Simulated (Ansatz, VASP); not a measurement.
SrO: VASP beside Ansatz

```
Sr O
1.0
     3.57682    0.00000    0.00000
    -1.78841    3.09762    0.00000
     0.00000    0.00000    6.25848
Sr O
2 2
Direct
  0.66667 0.33333 0.75000
  0.33333 0.66667 0.25000
  0.00000 0.00000 0.50000
  0.00000 0.00000 0.00000
```

Alike in both runs: task single point; functional r2SCAN; k mesh 9 × 9 × 5; occupations fermi-dirac, width 0.05 eV; no spin polarisation.

```csv
,VASP,Ansatz
version,VASP 6.6.1,Ansatz 0.2.0
potentials or method,"VASP PAW PBE potentials, release 64 (Sr_sv, O)",Ansatz PAW
plane-wave cutoff (eV),520,500
valence electrons in the cell,32,32
```

VASP gave:

| Item | Value |
| --- | --- |
| gap on the k mesh at the Fermi level (eV) | 3.51 |
| least direct gap on the mesh (eV) | 3.55 |
| pressure (GPa) | -1.6 |
| traceless stress, the component that is largest in VASP (GPa) | -0.21 |

Estimate Ansatz's values.

gap on the k mesh at the Fermi level (eV): 3.54; least direct gap on the mesh (eV): 3.54; pressure (GPa): -2.1; traceless stress, the component that is largest in VASP (GPa): -0.20.

VASP's potentials were made for PBE, not for r2SCAN. With one functional, cell and mesh, what is left measures potentials, basis and numerics.

Noted on Ansatz's run: odd divisions of the mesh miss points on the zone boundary, where band edges often lie, so the gap on the mesh can be too wide.
